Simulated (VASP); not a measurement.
## BaS: single point with r2SCAN

Crystal: BaS.

```
Ba S
1.0
     3.27695    3.27695    0.00000
    -3.27695    3.27695    0.00000
     0.00000    3.27695    3.17414
Ba S
1 1
Direct
  0.00000 0.00000 0.00000
  0.50000 0.50000 0.00000
```

This cell differs from its parent crystal: in-plane strain +0.02.

* Program: VASP 6.6.1
* Task: single point
* Functional: r2SCAN
* Potentials or basis: VASP PAW PBE potentials, release 64 (Ba_sv, S)
* Cutoff: 520 eV
* k mesh: 6 × 6 × 6
* Occupations: gaussian, width 0.01 eV
* Spin: no spin polarisation
* Dipole correction: no
* Further INCAR settings: ALGO = Normal; EDIFF = 1e-06; NBANDS = 15

```
Pressure               : -0.5 GPa
Band gap on the k mesh : 2.45 eV (least direct gap 2.62 eV)
```

Stress tensor (GPa, compression positive):
```
-1.41  0.00  0.00
 0.00 -1.41  0.00
 0.00  0.00  1.18
```

Levels at points of the mesh, in eV from the valence-band top:
| k point | band 6 | band 7 | band 8 | band 9 | band 10 | band 11 |
| --- | --- | --- | --- | --- | --- | --- |
| (0.00, 0.00, 0.00) | -0.10 | -0.10 | 0.00 | 3.88 | 4.16 | 4.16 |
| (0.50, 0.00, 0.00) | -1.89 | -1.08 | -1.06 | 5.81 | 5.92 | 6.58 |
| (0.50, 0.50, 0.00) | -0.69 | -0.25 | -0.15 | 2.48 | 6.16 | 6.53 |
| (0.00, 0.00, 0.50) | -0.53 | -0.27 | -0.27 | 2.45 | 6.38 | 6.39 |

Run time: 99 s on 1 thread of AMD EPYC 9R45 96-Core Processor (Zen 5) (shared host), peak memory 0.2 GiB.

Caveat: the cell differs from its parent crystal (in-plane strain +0.02); the PAW data sets were made with another functional, which shifts forces and pressure a little; spin-orbit coupling is left out, which moves the levels of the heavy elements. A k mesh can miss the band edges.
